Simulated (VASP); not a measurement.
## AlN: single point with LDA

AlN:

```
Al N
1.0
     3.08874    0.00000    0.00000
    -1.54437    2.67493    0.00000
     0.00000    0.00000    4.94377
Al N
2 2
Direct
  0.33976 0.67953 0.00152
  0.66024 0.32047 0.50152
  0.32760 0.65519 0.38348
  0.67240 0.34481 0.88348
```

```json
{"Program": "VASP 6.6.1", "Task": "single point", "Functional": "LDA", "Potentials or basis": "VASP PAW LDA potentials, release 64 (Al, N)", "Cutoff": "520 eV", "k mesh": "9 × 9 × 6", "Occupations": "gaussian, width 0.05 eV", "Spin": "no spin polarisation", "Dipole correction": "no", "Further INCAR settings": "ALGO = Normal; EDIFF = 1e-06; NBANDS = 16"}
```

```json
{
 "Pressure": "0.6 GPa",
 "Largest force": "0.202 eV/Å",
 "Band gap on the k mesh": "4.41 eV, direct"
}
```

Forces on the atoms (eV/Å):
```
Al   0.000 -0.202  0.008
Al   0.000  0.202  0.008
N    0.000  0.087 -0.008
N    0.000 -0.087 -0.008
```

Stress tensor (GPa, compression positive):
```
0.72 0.00 0.00
0.00 0.39 0.00
0.00 0.00 0.56
```

Levels at points of the mesh, in eV from the valence-band top:
```csv
k point,band 5,band 6,band 7,band 8,band 9,band 10,band 11,band 12
"(0.00, 0.00, 0.00)",-0.88,-0.29,-0.18,0.00,4.41,6.72,10.63,10.95
"(0.00, 0.00, 0.50)",-0.59,-0.59,-0.56,-0.56,6.59,6.59,10.30,10.30
```

Run time: 36 s on 1 thread of Intel(R) Xeon(R) 6975P-C (Granite Rapids), on a shared host, peak memory 0.17 GiB.

A k mesh can miss the band edges.
